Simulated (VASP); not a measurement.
A run of VASP 6.6.1 is set up as follows.

Contents of INCAR:

```
  ALGO = Normal
  EDIFF = 1E-7
  ENCUT = 520
  GGA = PS
  ISIF = 2
  ISMEAR = 0
  LASPH = T
  LCHARG = F
  LREAL = F
  LWAVE = F
  NBANDS = 18
  NELM = 80
  PREC = Accurate
  SIGMA = 0.1
```

KPOINTS

```
k-points
0
Gamma
  6 6 4
```

POSCAR

```
P
1.0
    1.6766813012     -5.1027886522      0.0000000000
    1.6766813012      5.1027886522      0.0000000000
    0.0000000000      0.0000000000      4.1150487558
P
4
Direct
    0.1063700459      0.8936299541      0.9300866629
    0.6063700459      0.3936299541      0.5699133371
    0.8936299541      0.1063700459      0.0699133371
    0.3936299541      0.6063700459      0.4300866629
```

Potentials or basis: VASP PAW PBE potentials, release 64 (P).

Run with:

```bash
$ cat potpaw_PBE.64/P/POTCAR > POTCAR
$ mpirun -np 1 vasp_std > vasp.out
```

(1) Predict the band gap on the k mesh.

(2) What does it give for the pressure?

(3) What does it give for the largest force?

Results:

(1) zero (band 10 reaches 7.41 eV, above the bottom of band 11 at 7.33 eV).

(2) -0.1 GPa.

(3) 0.030 eV/Å.

Caveat: the k points lie up to 0.38 Å⁻¹ apart; the PAW data sets were made with another functional, which shifts forces and pressure a little.
